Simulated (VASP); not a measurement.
# Pt (Pm-3m) in VASP: further runs, part 2 of 2

VASP 6.6.1.

## 4. Relaxation of cell and atoms, PBE, target pressure 45 GPa, at which the enthalpy is minimised

Input file INCAR:

```
ALGO     = Normal         # electronic algorithm
EDIFF    = 1E-7           # SCF threshold, eV
EDIFFG   = -0.01          # ionic threshold
ENCUT    = 500            # plane-wave cutoff, eV
GGA      = PE             # functional
GGA_COMPAT= False        
IBRION   = 2              # ionic algorithm
ISIF     = 3              # what is computed and relaxed
ISMEAR   = 0              # smearing method
LASPH    = True           # aspherical terms in the spheres
LCHARG   = False          # write CHGCAR
LREAL    = False          # projectors in reciprocal space
LWAVE    = False          # write WAVECAR
NELM     = 120            # most SCF steps
NELMIN   = 4            
NSW      = 80             # ionic steps
PREC     = Accurate       # precision mode
PSTRESS  = 450.0        
SIGMA    = 0.05           # smearing width, eV
```

Input file KPOINTS:

```
k-points
0
Gamma
  10 10 10
```

Input file POSCAR:

```
Pt
1.0
    2.5500000000      0.0000000000      0.0000000000
    0.0000000000      2.5500000000      0.0000000000
    0.0000000000      0.0000000000      2.5500000000
Pt
1
Direct
    0.0000000000      0.0000000000      0.0000000000
```

Potentials or basis: VASP PAW PBE potentials, release 64 (Pt).

Launch:

```
$ cat potpaw_PBE.64/Pt/POTCAR > POTCAR
$ mpirun -np 1 vasp_std > vasp.out
```

OUTCAR:

```text
EDIFF = 1E-7
   EDIFFG = -0.01
   ENCUT = 500
   GGA = PE
   IBRION = 2
   ISIF = 3
   ISMEAR = 0
   LASPH = True
   LREAL = False
   NELM = 120
   NELMIN = 4
   NSW = 80
   PREC = Accurate
   PSTRESS = 450.0

 ion  position               nearest neighbor table
   1  0.000  0.000  0.000-

  LATTYP: Found a simple cubic cell.
 ALAT       =     2.5500000000

  Lattice vectors:

 A1 = (   2.5500000000,   0.0000000000,   0.0000000000)
 A2 = (   0.0000000000,   2.5500000000,   0.0000000000)
 A3 = (   0.0000000000,   0.0000000000,   2.5500000000)

Analysis of symmetry for initial positions (statically):
=====================================================================
 Subroutine PRICEL returns:
 Original cell was already a primitive cell.

 Routine SETGRP: Setting up the symmetry group for a
 simple cubic supercell.

 Subroutine GETGRP returns: Found 48 space group operations
 (whereof 48 operations were pure point group operations)
 out of a pool of 48 trial point group operations.

The static configuration has the point symmetry O_h .

Analysis of symmetry for dynamics (positions and initial velocities):
=====================================================================
 Subroutine PRICEL returns:
 Original cell was already a primitive cell.

 Routine SETGRP: Setting up the symmetry group for a
 simple cubic supercell.

 Subroutine GETGRP returns: Found 48 space group operations
 (whereof 48 operations were pure point group operations)
 out of a pool of 48 trial point group operations.

The dynamic configuration has the point symmetry O_h .

 Subroutine INISYM returns: Found 48 space group operations
 (whereof 48 operations are pure point group operations),
 and found     1 'primitive' translations

----------------------------------------------------------------------------------------

                                     Primitive cell

  volume of cell :      16.5814

  direct lattice vectors                    reciprocal lattice vectors
     2.550000000  0.000000000  0.000000000     0.392156863  0.000000000  0.000000000
     0.000000000  2.550000000  0.000000000     0.000000000  0.392156863  0.000000000
     0.000000000  0.000000000  2.550000000     0.000000000  0.000000000  0.392156863

  length of vectors
     2.550000000  2.550000000  2.550000000     0.392156863  0.392156863  0.392156863

  position of ions in fractional coordinates (direct lattice)
     0.000000000  0.000000000  0.000000000

  ion indices of the primitive-cell ions
   primitive index   ion index
                 1           1

----------------------------------------------------------------------------------------

 KPOINTS: k-points

Automatic generation of k-mesh.
 Grid dimensions read from file:
 generate k-points for:   10   10   10

 Generating k-lattice:

  Cartesian coordinates                     Fractional coordinates (reciprocal lattice)
     0.039215686  0.000000000  0.000000000     0.100000000  0.000000000  0.000000000
     0.000000000  0.039215686  0.000000000     0.000000000  0.100000000  0.000000000
     0.000000000  0.000000000  0.039215686     0.000000000  0.000000000  0.100000000

  Length of vectors
     0.039215686  0.039215686  0.039215686

  Shift w.r.t. Gamma in fractional coordinates (k-lattice)
     0.000000000  0.000000000  0.000000000

 Subroutine IBZKPT returns following result:
 ===========================================

 Found     56 irreducible k-points:

 Following reciprocal coordinates:
            Coordinates               Weight
  0.000000  0.000000  0.000000      1.000000
  0.100000  0.000000  0.000000      6.000000
  0.200000  0.000000  0.000000      6.000000
  0.300000  0.000000  0.000000      6.000000
  0.400000  0.000000  0.000000      6.000000
  0.500000  0.000000  0.000000      3.000000
[... 16 lines left out ...]
  0.200000  0.100000  0.100000     24.000000
  0.300000  0.100000  0.100000     24.000000
 [... further k-points ...]
   k-points           NKPTS =     56   k-points in BZ     NKDIM =     56   number of bands    NBANDS=      9
   number of dos      NEDOS =    301   number of ions     NIONS =      1
   total plane-waves  NPLWV =   8000
   dimension x,y,z NGX =    20 NGY =   20 NGZ =   20
   dimension x,y,z NGXF=    40 NGYF=   40 NGZF=   40
   ions per type =               1
   NGX,Y,Z   is equivalent  to a cutoff of  13.04, 13.04, 13.04 a.u.
   NGXF,Y,Z  is equivalent  to a cutoff of  26.08, 26.08, 26.08 a.u.
 SYSTEM =  unknown system
   PREC   = accura    normal or accurate (medium, high low for compatibility)
   ISTART =      0    job   : 0-new  1-cont  2-samecut
   ICHARG =      2    charge: 1-file 2-atom 10-const
   ISPIN  =      1    spin polarized calculation?
   LNONCOLLINEAR =      F non collinear calculations
   LSORBIT =      F    spin-orbit coupling
   LASPH  =      T    aspherical Exc in radial PAW
   ENCUT  =  500.0 eV  36.75 Ry    6.06 a.u.   4.65  4.65  4.65*2*pi/ulx,y,z
   NELM   =    120;   NELMIN=  4; NELMDL= -5     # of ELM steps
   EDIFF  = 0.1E-06   stopping-criterion for ELM
   LREAL  =      F    real-space projection
   EDIFFG = -.1E-01   stopping-criterion for IOM
   NSW    =     80    number of steps for IOM
   IBRION =      2    ionic relax: 0-MD 1-quasi-New 2-CG
   NFREE  =      1    steps in history (QN), initial steepest desc. (CG)
   ISIF   =      3    stress and relaxation
   ISYM   =      2    0-nonsym 1-usesym 2-fastsym
   POTIM  = 0.5000    time-step for ionic-motion
   TEBEG  =    0.0;   TEEND  =   0.0 temperature during run
   PSTRESS=  450.0 pullay stress
   NELECT =      10.0000    total number of electrons
   NUPDOWN=      -1.0000    fix difference up-down
   EMIN   =  10.00;   EMAX   =-10.00  energy-range for DOS
   EFERMI =   0.00;   METHOD = LEGACY
   ISMEAR =     0;   SIGMA  =   0.05  broadening in eV -4-tet -1-fermi 0-gaus
   EFERMI_NEDOS =   21; number of points for ismear=-14 and -15
   IALGO  =     38    algorithm
   IMIX   =      4    mixing-type and parameters
     AMIX     =   0.40;   BMIX     =  1.00
     AMIX_MAG =   1.60;   BMIX_MAG =  1.00
  volume/ion in A,a.u.               =      16.58       111.90
  Fermi-wavevector in a.u.,A,eV,Ry     =   1.383146  2.613767 26.029204  1.913092
  Thomas-Fermi vector in A             =   2.507771
   LORBIT       =      0    0 simple, 1 ext, 2 COOP (PROOUT), +10 PAW based schemes
   GGA     = PE    functional components
   LHFCALC =     F    Hartree Fock is set to
   AEXX    =    0.0000 exact exchange contribution
   IVDW    =     0    specifies the selected vdW correction
   LEPSILON=     F    determine dielectric tensor
   LRPA    =     F    only Hartree local field effects (RPA)
 conjugate gradient relaxation of ions
 non-spin polarized calculation
 Gauss-broadening in eV      SIGMA  =   0.05
  energy-cutoff  :      500.00
  volume of cell :       16.58
 maximum number of plane-waves:       441
 NGX is ok and might be reduce to    20
   NGX =  9   NGY =  9   NGZ =  9

--------------------------------------- Ionic step        1  -------------------------------------------

 number of electron      10.0000000 magnetization

 number of electron       9.9999998 magnetization

 Free energy of the ion-electron system (eV)
  ---------------------------------------------------
  ext. energy  EPLUGINS =         0.00000000
  ---------------------------------------------------
  free energy    TOTEN  =        -5.59478109 eV

  energy without entropy =       -5.59249001  energy(sigma->0) =       -5.59363555

 E-fermi :   9.6828     XC(G=0): -12.7686

 val. band max:        9.6794081047   @ k =   0.4000   0.1000   0.1000
 cond. band min:       9.6883316220   @ k =   0.4000   0.4000   0.0000
 fundamental gap:      0.0089235174
 Fermi energy:         9.6828190057

 k-point     1 :       0.0000    0.0000    0.0000
  band No.  band energies     occupation
      1       0.4210      2.00000
      2       3.2340      2.00000
      3       3.2340      2.00000
      4       9.9819      0.00000
      5       9.9819      0.00000
      6       9.9819      0.00000
      7      25.2548      0.00000
      8      25.2548      0.00000
      9      25.2548      0.00000
[... 421 lines left out ...]
  enthalpy is  TOTEN    =        -1.0402830768 eV   P V=        4.3354828786

--------------------------------------- Ionic step        5  -------------------------------------------

 number of electron      10.0000002 magnetization

 Free energy of the ion-electron system (eV)
  ---------------------------------------------------
  ext. energy  EPLUGINS =         0.00000000
  ---------------------------------------------------
  free energy    TOTEN  =        -5.35556483 eV

  energy without entropy =       -5.35323267  energy(sigma->0) =       -5.35439875

 E-fermi :  11.0276     XC(G=0): -13.2271

 val. band max:       11.0151928240   @ k =   0.5000   0.1000   0.0000
 cond. band min:      11.0434541844   @ k =   0.4000   0.4000   0.0000
 fundamental gap:      0.0282613604
 Fermi energy:        11.0275750183

 k-point     1 :       0.0000    0.0000    0.0000
  band No.  band energies     occupation
      1       1.0196      2.00000
      2       3.8461      2.00000
      3       3.8461      2.00000
      4      11.4132      0.00000
      5      11.4132      0.00000
      6      11.4132      0.00000
      7      27.0372      0.00000
      8      27.0372      0.00000
      9      27.0372      0.00000
[... 304 lines left out ...]
  FREE ENERGIE OF THE ION-ELECTRON SYSTEM (eV)
  ---------------------------------------------------
  free  energy   TOTEN  =        -5.3555648331 eV

  energy  without entropy=       -5.3532326726  energy(sigma->0) =       -5.35439875

  enthalpy is  TOTEN    =        -1.0407076159 eV   P V=        4.3148572172

 reached required accuracy - stopping structural energy minimisation
```

Wall time 43 s (1 thread of Intel Xeon 8259CL, shared host); peak memory 0.14 GiB.

Results:

```yaml
Free_energy: -5.3556 eV
Relaxed_volume: 15.36 Å³/atom
Relaxed_cell: a = 2.486 Å, b = 2.486 Å, c = 2.486 Å, α = 90.00°, β = 90.00°, γ = 90.00°
Space_group_after_relaxing_to_0.05_Å: Pm-3m (No. 221)
Energy_change_on_relaxing_the_enthalpy_is_what_falls: +239.2 meV/atom
Ionic_steps: 5
Pressure_after_relaxing: 45.0 GPa
Band_gap_on_the_k_mesh: zero (band 5 reaches 13.70 eV, above the bottom of band 6 at 9.56 eV)
```

Step by step:
```
step  energy change (eV)  largest force (eV/Å)  pressure (GPa)  volume (Å³)
   1              0.0000                0.0000           19.49        16.58
   2              4.2857                0.0000          326.45        11.02
   3              0.1900                0.0000           40.51        15.55
   4              0.2190                0.0000           43.19        15.44
   5              0.2392                0.0000           45.00        15.36
```

Final structure:
```xyz
1
Lattice="2.4859 0.0000 0.0000 0.0000 2.4859 0.0000 0.0000 0.0000 2.4859" Properties=species:S:1:pos:R:3 pbc="T T T"
Pt    0.0000    0.0000    0.0000
```

Levels at points of the mesh, in eV from the Fermi level:
| k point | band 3 | band 4 | band 5 | band 6 | band 7 | band 8 |
| --- | --- | --- | --- | --- | --- | --- |
| (0.00, 0.00, 0.00) | -7.18 | 0.39 | 0.39 | 0.39 | 16.01 | 16.01 |
| (0.50, 0.00, 0.00) | -2.44 | -2.44 | -1.26 | 0.67 | 5.49 | 16.36 |
| (0.50, 0.50, 0.00) | -1.91 | -1.91 | 2.48 | 4.50 | 4.50 | 11.63 |
| (0.50, 0.50, 0.50) | -6.25 | 2.67 | 2.67 | 9.28 | 11.10 | 11.10 |

Caveat: the cell is relaxed towards a set pressure, so the enthalpy falls and the energy may rise; spin-orbit coupling is left out, which moves the levels of the heavy elements.

## 5. Summary

```tsv
cell	gap on the mesh (eV)	pressure (GPa)
relaxed to 15 GPa	none	14.9
relaxed to 30 GPa	none	29.9
relaxed to 45 GPa	none	45.0
```

Alike in all rows: task relaxation of cell and atoms; level PBE; potentials or basis VASP PAW PBE potentials, release 64 (Pt); no spin polarisation; k mesh 10 × 10 × 10; cutoff (eV) 500; smearing gaussian 0.05 eV.

Caveats: the cell is relaxed towards a set pressure, so the enthalpy falls and the energy may rise; spin-orbit coupling is left out, which moves the levels of the heavy elements.

Total energies depend on the potentials used, so only differences within one code and one set of settings carry meaning.
